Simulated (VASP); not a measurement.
Here is a VASP 6.6.1 calculation.

Contents of INCAR:

```
PREC = Accurate
ENCUT = 400
EDIFF = 1E-6
ISMEAR = 0
SIGMA = 0.1
LREAL = False
LASPH = True
NELM = 120
ALGO = Normal
ISIF = 2
LWAVE = False
LCHARG = False
GGA = CA
NBANDS = 201
GGA_COMPAT = False
```

The input KPOINTS:

```
Automatic mesh
0
Gamma
  3 3 3
```

The input POSCAR:

```
Pb
1.0
   -7.3234239840      7.3234239840      0.0000000000
   -7.3234239840      0.0000000000      7.3234239840
    0.0000000000      7.3234239840      7.3234239840
Pb
26
Direct
    0.3384043613      0.0000000000      0.0000000000
    0.0000000000      0.3384043613      0.0000000000
    0.0000000000      0.0000000000      0.3384043613
    0.6615956387      0.0000000000      0.0000000000
    0.3344875925      0.3344875925     -0.0034627776
    0.3344875925     -0.0034627776      0.3344875925
    0.0000000000      0.6615956387      0.0000000000
   -0.0034627776      0.3344875925      0.3344875925
    0.0000000000      0.0000000000      0.6615956387
    0.6615956387      0.3384043613      0.0000000000
    0.6615956387      0.0000000000      0.3384043613
    0.3384043613      0.6615956387      0.0000000000
    0.3344875925      0.3344875925      0.3344875925
    0.3384043613      0.0000000000      0.6615956387
    0.0000000000      0.6615956387      0.3384043613
    0.0000000000      0.3384043613      0.6615956387
    0.6655124075      0.6655124075      0.0034627776
    0.6665385274      0.3334614726      0.3334614726
    0.6655124075      0.0034627776      0.6655124075
    0.3334614726      0.6665385274      0.3334614726
    0.3334614726      0.3334614726      0.6665385274
    0.0034627776      0.6655124075      0.6655124075
    0.6665385274      0.6665385274      0.3334614726
    0.6665385274      0.3334614726      0.6665385274
    0.3334614726      0.6665385274      0.6665385274
    0.6655124075      0.6655124075      0.6655124075
```

Potentials or basis: VASP PAW LDA potentials, release 64 (Pb_d).

Launch:

```sh
$ cat potpaw_LDA.64/Pb_d/POTCAR > POTCAR
$ mpirun -np 1 vasp_std > vasp.out
```

(1) What does it give for the largest force?

(2) Estimate the band gap on the k mesh.

(3) What does it give for the pressure?

Answers

(1) 0.021 eV/Å.

(2) zero (bands 182 and 183 overlap by 1.85 eV).

(3) -0.5 GPa.

Caveat: the cell differs from its parent crystal (atoms taken out, then relaxed in part); spin-orbit coupling is left out, which moves the levels of the heavy elements.
